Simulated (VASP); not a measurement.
Set up this calculation in VASP 6.6.1, as the native input.

```
Task                   : single point
Functional             : PBEsol
Potentials or basis    : VASP PAW PBE potentials, release 64 (Au, As)
Cutoff                 : 520 eV
k mesh                 : 10 × 10 × 10
Occupations            : gaussian, width 0.05 eV
Spin                   : no spin polarisation
Dipole correction      : no
Further INCAR settings : ALGO = Normal; EDIFF = 1e-06; NBANDS = 15
```

The structure of AsAu lies in POSCAR:

```
AsAu
1.0
    0.0000000000      2.9061886397      2.9061886397
    2.9061886397      0.0000000000      2.9061886397
    2.9061886397      2.9061886397      0.0000000000
Au As
1 1
Direct
    0.0000000000      0.0000000000      0.0000000000
    0.2500000000      0.2500000000      0.2500000000
```

This cell differs from its parent crystal: volume scaled by 1.040.

These files were run (other wordings do the same):

INCAR

```
SYSTEM = AsAu
PREC     = Accurate       ! precision mode
ENCUT    = 520            ! plane-wave cutoff, eV
EDIFF    = 1E-6           ! SCF threshold, eV
ISMEAR   = 0              ! smearing method
SIGMA    = 0.05           ! smearing width, eV
LREAL    = .FALSE.        ! projectors in reciprocal space
LASPH    = .TRUE.         ! aspherical terms in the spheres
NELM     = 80             ! most SCF steps
ALGO     = Normal         ! electronic algorithm
ISIF     = 2              ! what is computed and relaxed
LWAVE    = .FALSE.        ! write WAVECAR
LCHARG   = .FALSE.        ! write CHGCAR
GGA      = PS             ! functional
NBANDS   = 15             ! bands
```

KPOINTS

```
Automatic mesh
0
G
  10 10 10
  0 0 0
```

Potentials or basis: VASP PAW PBE potentials, release 64 (Au, As).

The run is started by

```bash
$ cat potpaw_PBE.64/Au/POTCAR potpaw_PBE.64/As/POTCAR > POTCAR
$ mpirun -np 1 vasp_std > vasp.out
```

Results of the run:

| Property | Result |
| --- | --- |
| Pressure | -3.0 GPa |
| Band gap on the k mesh | zero (band 8 reaches 6.85 eV, above the bottom of band 9 at 3.07 eV) |

Caveat: the PAW data sets were made with another functional, which shifts forces and pressure a little; spin-orbit coupling is left out, which moves the levels of the heavy elements.

It took 32 s on 1 thread of Intel(R) Xeon(R) Platinum 8488C (Sapphire Rapids), on a shared host, peak memory 0.2 GiB.
